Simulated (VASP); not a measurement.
Zr, 1 atom in the cell. Symmetry: Fm-3m, No. 225, cubic system. The conventional cell has a = 4.871 Å, b = 4.871 Å, c = 4.871 Å, α = 90.00°, β = 90.00°, γ = 90.00°. Within 4.5 Å of Zr (site symmetry m-3m) lie 12 Zr at 3.44 Å.  This cell differs from its parent crystal: strain +0.080 along x and y, +0.080 along z.

| Quantity | Value |
| --- | --- |
| Program | VASP 6.6.1 |
| Task | single point |
| Functional | PBEsol |
| Potentials or basis | VASP PAW PBE potentials, release 64 (Zr_sv) |
| Cutoff | 520 eV |
| k mesh | 18 × 18 × 18 |
| Occupations | gaussian, width 0.15 eV |
| Spin | no spin polarisation |
| Dipole correction | no |
| Further INCAR settings | ALGO = Normal; EDIFF = 1e-06; NBANDS = 12 |

Potentials or basis: VASP PAW PBE potentials, release 64 (Zr_sv).

Command:

```bash
$ cat potpaw_PBE.64/Zr_sv/POTCAR > POTCAR
$ mpirun -np 1 vasp_std > vasp.out
```

Hardware: 1 thread of Intel(R) Xeon(R) 6975P-C (Granite Rapids), on a shared host.

Estimate the wall time of this run.

It took 30 s on 1 thread of Intel(R) Xeon(R) 6975P-C (Granite Rapids), with other jobs on the host, peak memory 0.2 GiB. Counts: scf iterations 11, k points 195.
